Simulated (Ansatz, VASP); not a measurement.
**Two plane-wave programs on LiCoAs**

File INCAR:

```
SYSTEM = LiCoAs
PREC = Accurate
ENCUT = 520
EDIFF = 1E-8
ISMEAR = -1
SIGMA = 0.1
LREAL = .FALSE.
LASPH = .TRUE.
NELM = 100
ALGO = Normal
ISIF = 2
LWAVE = .FALSE.
LCHARG = .FALSE.
GGA = CA
LEFG = .TRUE.
NBANDS = 26
```

KPOINTS

```
Automatic mesh
0
G
  8 8 5
  0 0 0
```

File POSCAR:

```
LiCoAs
1.0
    3.6578597745      0.0000000000      0.0000000000
    0.0000000000      3.6578597745      0.0000000000
    0.0000000000      0.0000000000      6.0388986993
Li Co As
2 2 2
Direct
    0.0000000000      0.5000000000      0.6708414200
    0.5000000000      0.0000000000      0.3291585800
    0.5000000000      0.5000000000      0.0000000000
    0.0000000000      0.0000000000      0.0000000000
    0.5000000000      0.0000000000      0.7721379400
    0.0000000000      0.5000000000      0.2278620600
```

Input for Ansatz:

```yaml
crystal:
  lattice:
    - [3.6578597745, 0.0, 0.0]
    - [0.0, 3.6578597745, 0.0]
    - [0.0, 0.0, 6.0388986993]
  atoms:
    - { symbol: Li, position: [0.0, 0.5, 0.67084142] }
    - { symbol: Li, position: [0.5, 0.0, 0.32915858] }
    - { symbol: Co, position: [0.5, 0.5, 0.0] }
    - { symbol: Co, position: [0.0, 0.0, 0.0] }
    - { symbol: As, position: [0.5, 0.0, 0.77213794] }
    - { symbol: As, position: [0.0, 0.5, 0.22786206] }
kpoints:
  mp_grid: { grid: [8, 8, 5] }
scf:
  occupations: { method: fermi_dirac, width: 0.1 }
hamiltonian:
  xc: lda
  pseudopotentials: { kind: paw }
output:
  forces: true
  stress: true
  eigenvalues: true
  efg: { contact_densities: true }
basis:
  xc_grid: 1
```

Alike in both runs: task electric field gradients; functional LDA; k mesh 8 × 8 × 5; occupations fermi-dirac, width 0.1 eV; no spin polarisation.

```csv
,VASP,Ansatz
version,VASP 6.6.1,Ansatz 0.2.0
potentials or method,"VASP PAW LDA potentials, release 64 (Li_sv, Co, As)","PAW with Ansatz's default frozen-core files, scalar-relativistic"
plane-wave cutoff (eV),520,420
valence electrons in the cell,34,70
```

Ansatz gave:

* gap on the k mesh at the Fermi level (eV): none
* rms of the force components (eV/Å): 0.048

Q: What did VASP give for the same quantities?

A: gap on the k mesh at the Fermi level (eV): none; rms of the force components (eV/Å): 0.059.

LDA's correlation is that of Perdew and Zunger in VASP and of Perdew and Wang (1992) in Ansatz. Atom by atom the forces differ by 0.011 eV/Å (rms over components). A gap of «none» marks a metal or a gap that the smearing closes. VASP's potentials hold 34 valence electrons a cell and Ansatz's 70, so a difference there can come from the potentials and not from the codes.

Noted on VASP's run: the cutoff is under 1.25 times that of the potentials, so the pressure is a little rough.
